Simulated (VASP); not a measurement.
# Mo (P6/mmm) in VASP: notebook

Mo is run at these levels: PBEsol, LDA, r2SCAN; tasks: single point.

Program: VASP 6.6.1. These are calculated values, not measurements. Logs are shortened: lines on timing, memory, paths and dates and some standing lists are left out, and cuts for length are marked.

## (1) The cell of the first run

Symmetry: P6/mmm, No. 191, hexagonal system. The conventional cell has a = 2.736 Å, b = 2.736 Å, c = 2.555 Å, α = 90.00°, β = 90.00°, γ = 120.00°. Mo (site symmetry 6/mmm) has 8 Mo at 2.56 to 2.74 Å within 3.4 Å.

## (2) Single point, PBEsol

Contents of INCAR:

```
  PREC = Accurate
  ENCUT = 520
  EDIFF = 1E-6
  ISMEAR = -1
  SIGMA = 0.1
  LREAL = F
  LASPH = T
  NELM = 100
  ALGO = Normal
  ISIF = 2
  LWAVE = F
  LCHARG = F
  GGA = PS
  NBANDS = 13
```

Contents of KPOINTS:

```
Automatic mesh
0
Gamma
  14 14 13
```

Contents of POSCAR:

```
Mo
1.0
    2.7355104000      0.0000000000      0.0000000000
   -1.3677552000      2.3690215000      0.0000000000
    0.0000000000      0.0000000000      2.5551807000
Mo
1
Direct
    0.0000000000      0.0000000000      0.5000000000
```

Potentials or basis: VASP PAW PBE potentials, release 64 (Mo_sv).

Command:

```sh
$ cat potpaw_PBE.64/Mo_sv/POTCAR > POTCAR
$ mpirun -np 1 vasp_std > vasp.out
```

OUTCAR:

```text
PREC = Accurate
   ENCUT = 520
   EDIFF = 1E-6
   ISMEAR = -1
   LREAL = F
   LASPH = T
   NELM = 100
   ISIF = 2
   GGA = PS

 ion  position               nearest neighbor table
   1  0.000  0.000  0.500-

  LATTYP: Found a hexagonal cell.
 ALAT       =     2.7355104000
 C/A-ratio  =     0.9340782254

  Lattice vectors:

 A1 = (   2.7355104000,   0.0000000000,   0.0000000000)
 A2 = (  -1.3677552000,   2.3690215000,   0.0000000000)
 A3 = (   0.0000000000,   0.0000000000,   2.5551807000)

Analysis of symmetry for initial positions (statically):
=====================================================================
 Subroutine PRICEL returns:
 Original cell was already a primitive cell.

 Routine SETGRP: Setting up the symmetry group for a
 hexagonal supercell.

 Subroutine GETGRP returns: Found 24 space group operations
 (whereof 24 operations were pure point group operations)
 out of a pool of 24 trial point group operations.

The static configuration has the point symmetry D_6h.

Analysis of symmetry for dynamics (positions and initial velocities):
=====================================================================
 Subroutine PRICEL returns:
 Original cell was already a primitive cell.

 Routine SETGRP: Setting up the symmetry group for a
 hexagonal supercell.

 Subroutine GETGRP returns: Found 24 space group operations
 (whereof 24 operations were pure point group operations)
 out of a pool of 24 trial point group operations.

The dynamic configuration has the point symmetry D_6h.

 Subroutine INISYM returns: Found 24 space group operations
 (whereof 24 operations are pure point group operations),
 and found     1 'primitive' translations

----------------------------------------------------------------------------------------

                                     Primitive cell

  volume of cell :      16.5588

  direct lattice vectors                    reciprocal lattice vectors
     2.735510400  0.000000000  0.000000000     0.365562492  0.211057603  0.000000000
    -1.367755200  2.369021500  0.000000000     0.000000000  0.422115207  0.000000000
     0.000000000  0.000000000  2.555180700     0.000000000  0.000000000  0.391361754

  length of vectors
     2.735510400  2.735510401  2.555180700     0.422115207  0.422115207  0.391361754

  position of ions in fractional coordinates (direct lattice)
     0.000000000  0.000000000  0.500000000

  ion indices of the primitive-cell ions
   primitive index   ion index
                 1           1

----------------------------------------------------------------------------------------

 KPOINTS: Automatic mesh

Automatic generation of k-mesh.
 Grid dimensions read from file:
 generate k-points for:   14   14   13

 Generating k-lattice:

  Cartesian coordinates                     Fractional coordinates (reciprocal lattice)
     0.026111607  0.015075543  0.000000000     0.071428571  0.000000000  0.000000000
     0.000000000  0.030151086  0.000000000     0.000000000  0.071428571  0.000000000
     0.000000000  0.000000000  0.030104750     0.000000000  0.000000000  0.076923077

  Length of vectors
     0.030151086  0.030151086  0.030104750

  Shift w.r.t. Gamma in fractional coordinates (k-lattice)
     0.000000000  0.000000000  0.000000000

 Subroutine IBZKPT returns following result:
 ===========================================

 Found    168 irreducible k-points:

 Following reciprocal coordinates:
            Coordinates               Weight
  0.000000  0.000000  0.000000      1.000000
  0.071429 -0.000000  0.000000      6.000000
  0.142857 -0.000000  0.000000      6.000000
  0.214286  0.000000  0.000000      6.000000
  0.285714 -0.000000  0.000000      6.000000
  0.357143  0.000000  0.000000      6.000000
[... 16 lines left out ...]
  0.285714  0.285714  0.000000      6.000000
  0.357143  0.285714  0.000000      6.000000
 [... further k-points ...]
   k-points           NKPTS =    168   k-points in BZ     NKDIM =    168   number of bands    NBANDS=     13
   number of dos      NEDOS =    301   number of ions     NIONS =      1
   total plane-waves  NPLWV =   8000
   dimension x,y,z NGX =    20 NGY =   20 NGZ =   20
   dimension x,y,z NGXF=    40 NGYF=   40 NGZF=   40
   ions per type =               1
   NGX,Y,Z   is equivalent  to a cutoff of  12.15, 12.15, 13.01 a.u.
   NGXF,Y,Z  is equivalent  to a cutoff of  24.31, 24.31, 26.02 a.u.
 SYSTEM =  unknown system
   PREC   = accura    normal or accurate (medium, high low for compatibility)
   ISTART =      0    job   : 0-new  1-cont  2-samecut
   ICHARG =      2    charge: 1-file 2-atom 10-const
   ISPIN  =      1    spin polarized calculation?
   LNONCOLLINEAR =      F non collinear calculations
   LSORBIT =      F    spin-orbit coupling
   LASPH  =      T    aspherical Exc in radial PAW
   ENCUT  =  520.0 eV  38.22 Ry    6.18 a.u.   5.09  5.09  4.75*2*pi/ulx,y,z
   NELM   =    100;   NELMIN=  2; NELMDL= -5     # of ELM steps
   EDIFF  = 0.1E-05   stopping-criterion for ELM
   LREAL  =      F    real-space projection
   EDIFFG = 0.1E-04   stopping-criterion for IOM
   NSW    =      0    number of steps for IOM
   IBRION =     -1    ionic relax: 0-MD 1-quasi-New 2-CG
   NFREE  =      0    steps in history (QN), initial steepest desc. (CG)
   ISIF   =      2    stress and relaxation
   ISYM   =      2    0-nonsym 1-usesym 2-fastsym
   POTIM  = 0.5000    time-step for ionic-motion
   TEBEG  =    0.0;   TEEND  =   0.0 temperature during run
   PSTRESS=    0.0 pullay stress
   NELECT =      14.0000    total number of electrons
   NUPDOWN=      -1.0000    fix difference up-down
   EMIN   =  10.00;   EMAX   =-10.00  energy-range for DOS
   EFERMI =   0.00;   METHOD = LEGACY
   ISMEAR =    -1;   SIGMA  =   0.10  broadening in eV -4-tet -1-fermi 0-gaus
   EFERMI_NEDOS =   21; number of points for ismear=-14 and -15
   IALGO  =     38    algorithm
   IMIX   =      4    mixing-type and parameters
     AMIX     =   0.40;   BMIX     =  1.00
     AMIX_MAG =   1.60;   BMIX_MAG =  1.00
  volume/ion in A,a.u.               =      16.56       111.74
  Fermi-wavevector in a.u.,A,eV,Ry     =   1.548013  2.925320 32.604229  2.396343
  Thomas-Fermi vector in A             =   2.653024
   LORBIT       =      0    0 simple, 1 ext, 2 COOP (PROOUT), +10 PAW based schemes
   GGA     = PS    functional components
   LHFCALC =     F    Hartree Fock is set to
   AEXX    =    0.0000 exact exchange contribution
   IVDW    =     0    specifies the selected vdW correction
   LEPSILON=     F    determine dielectric tensor
   LRPA    =     F    only Hartree local field effects (RPA)
 non-spin polarized calculation
  energy-cutoff  :      520.00
  volume of cell :       16.56
 maximum number of plane-waves:       460
   NGX = 11   NGY = 11   NGZ =  9

 number of electron      14.0000002 magnetization

 Free energy of the ion-electron system (eV)
  ---------------------------------------------------
  ext. energy  EPLUGINS =         0.00000000
  ---------------------------------------------------
  free energy    TOTEN  =       -10.87843729 eV

  energy without entropy =      -10.84967626  energy(sigma->0) =      -10.86405678

 E-fermi :  11.3969     XC(G=0): -13.1173

 val. band max:       11.3921392417   @ k =   0.2857   0.0714   0.3846
 cond. band min:      11.3979197596   @ k =   0.4286   0.1429   0.0000
 fundamental gap:      0.0057805178
 Fermi energy:        11.3968768857

 k-point     1 :       0.0000    0.0000    0.0000
  band No.  band energies     occupation
      1     -49.5146      2.00000
      2     -22.8186      2.00000
      3     -22.8186      2.00000
      4     -22.7520      2.00000
      5       4.6074      2.00000
      6       7.1219      2.00000
      7      10.5235      1.99968
      8      10.5235      1.99968
      9      15.5547      0.00000
     10      15.5547      0.00000
     11      24.4228      0.00000
     12      27.1612      0.00000
     13      31.9606      0.00000

 k-point     2 :       0.0714   -0.0000    0.0000
  band No.  band energies     occupation
      1     -49.5036      2.00000
      2     -22.8919      2.00000
      3     -22.8350      2.00000
      4     -22.7443      2.00000
      5       4.8071      2.00000
      6       7.2085      2.00000
      7      10.3255      1.99996
      8      10.7080      1.99796
      9      15.3360      0.00000
     10      15.5190      0.00000
     11      24.8800      0.00000
     12      27.5654      0.00000
     13      30.8808      0.00000

 k-point     3 :       0.1429   -0.0000    0.0000
  band No.  band energies     occupation
      1     -49.4727      2.00000
      2     -23.0942      2.00000
      3     -22.8805      2.00000
      4     -22.7228      2.00000
      5       5.3523      2.00000
      6       7.4518      2.00000
      7       9.8739      2.00000
      8      11.2493      1.62778
      9      14.7792      0.00000
     10      15.4204      0.00000
     11      26.0035      0.00000
     12      28.6538      0.00000
     13      29.0536      0.00000
[... 305 lines left out ...]
 k-point    23 :       0.2857    0.2857    0.0000
  band No.  band energies     occupation
      1     -49.2681      2.00000
      2     -23.9385      2.00000
      3     -23.5836      2.00000
      4     -22.5817      2.00000
      5       8.4366      2.00000
      6       8.7643      2.00000
      7       9.7748      2.00000
      8      12.9736      0.00000
      9      13.7814      0.00000
     10      18.2237      0.00000
     11      20.5218      0.00000
     12      21.4090      0.00000
     13      30.5021      0.00000

 k-point    24 :       0.3571    0.2857    0.0000
  band No.  band energies     occupation
      1     -49.2610      2.00000
      2     -23.8931      2.00000
      3     -23.6832      2.00000
      4     -22.5768      2.00000
      5       8.5119      2.00000
      6       8.9280      2.00000
      7       9.8274      2.00000
      8      13.0824      0.00000
      9      13.5531      0.00000
     10      19.0636      0.00000
     11      19.9814      0.00000
     12      20.6058      0.00000
     13      31.2695      0.00000

 [... further k-points ...]

------------------------ aborting loop because EDIFF is reached ----------------------------------------

  FORCE on cell =-STRESS in cart. coord.  units (eV):
  Direction    XX          YY          ZZ          XY          YZ          ZX
  --------------------------------------------------------------------------------------
  -------------------------------------------------------------------------------------
  Total       -0.0861002     -0.0861002     -0.7538075      0.0000000      0.0000000      0.0000000
  in kB       -8.3307835     -8.3307835    -72.9360128      0.0000000      0.0000000      0.0000000
  external PRESSURE =     -29.8658599 kB  Pullay stress =       0.0000000 kB

 VOLUME and BASIS-vectors are now :
 -----------------------------------------------------------------------------
  energy-cutoff  :      520.00
  volume of cell :       16.56
      direct lattice vectors                 reciprocal lattice vectors
     2.735510400  0.000000000  0.000000000     0.365562492  0.211057603  0.000000000
    -1.367755200  2.369021500  0.000000000     0.000000000  0.422115207  0.000000000
     0.000000000  0.000000000  2.555180700     0.000000000  0.000000000  0.391361754

 POSITION                                       TOTAL-FORCE (eV/Angst)
 -----------------------------------------------------------------------------------
      0.00000      0.00000      1.27759         0.000000      0.000000      0.000000
 -----------------------------------------------------------------------------------
    total drift:                               -0.000000      0.000000      0.000000

  FREE ENERGIE OF THE ION-ELECTRON SYSTEM (eV)
  ---------------------------------------------------
  free  energy   TOTEN  =       -10.8784372937 eV

  energy  without entropy=      -10.8496762629  energy(sigma->0) =      -10.86405678
```

Run time: 50 s. Hardware: 1 thread of AMD EPYC, shared host; peak memory 0.12 GiB.

Results:

| Property | Result |
| --- | --- |
| Free energy | -10.8784 eV |
| Pressure | -3.0 GPa |
| Band gap on the k mesh | zero (band 7 reaches 12.41 eV, above the bottom of band 8 at 10.52 eV) |

Caveat: the PAW data sets were made with another functional, which shifts forces and pressure a little.

(Continued in part 2 of 2.)
